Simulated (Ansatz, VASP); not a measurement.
## One calculation of Pt, two programs

File INCAR:

```
SYSTEM = Pt
ALGO = Fast
EDIFF = 1E-6
ENCUT = 520
GGA = PS
ISIF = 2
ISMEAR = 0
LASPH = .True.
LCHARG = .False.
LREAL = .False.
LWAVE = .False.
NBANDS = 17
NELM = 80
PREC = Accurate
SIGMA = 0.15
```

Contents of KPOINTS:

```
k-points
0
Gamma
  24 24 14
  0 0 0
```

The input POSCAR:

```
Pt
1.0
    2.7251696197      0.0000000000      0.0000000000
   -1.3625848098      2.3600661203      0.0000000000
    0.0000000000      0.0000000000      4.7068056347
Pt
2
Direct
    0.6666666667      0.3333333333      0.7500000000
    0.3333333333      0.6666666667      0.2500000000
```

Input for Ansatz:

```yaml
crystal:
  lattice:
    - [2.7251696197, 0.0, 0.0]
    - [-1.3625848098, 2.3600661203, 0.0]
    - [0.0, 0.0, 4.7068056347]
  atoms:
    - { symbol: Pt, position: [0.6666666667, 0.3333333333, 0.75] }
    - { symbol: Pt, position: [0.3333333333, 0.6666666667, 0.25] }
basis:
  ecutwfc: 420
kpoints:
  mp_grid: { grid: [24, 24, 14] }
hamiltonian:
  xc: pbesol
scf:
  occupations: { method: gaussian, width: 0.15 }
output:
  forces: true
  stress: true
  eigenvalues: true
  write_density: true
  write_potential: true
  elf: true
  volumetric_format: npy
```

Alike in both runs: task single point; functional PBEsol; k mesh 24 × 24 × 14; occupations gaussian, width 0.15 eV; no spin polarisation.

|  | VASP | Ansatz |
| --- | --- | --- |
| version | VASP 6.6.1 | Ansatz 0.2.0 |
| potentials or method | VASP PAW PBE potentials, release 64 (Pt), cutoff 520 eV | scalar-relativistic, plane waves, PAW |
| valence electrons in the cell | 20 | 36 |

Ansatz gave:

```
gap on the k mesh at the Fermi level (eV)                     : none
pressure (GPa)                                                : 0.1
traceless stress, the component that is largest in VASP (GPa) : -0.60
```

Problem. Which values does VASP return?

Solution. gap on the k mesh at the Fermi level (eV): none; pressure (GPa): -0.3; traceless stress, the component that is largest in VASP (GPa): -0.71.

VASP's potentials were made for PBE, not for PBEsol. A gap of «none» marks a metal or a gap that the smearing closes. The functional is the same, so the differences come from potentials, cutoffs and numerics. VASP's potentials hold 20 valence electrons a cell and Ansatz's 36, so a difference there can come from the potentials and not from the codes.

Neither program's run includes spin-orbit coupling.
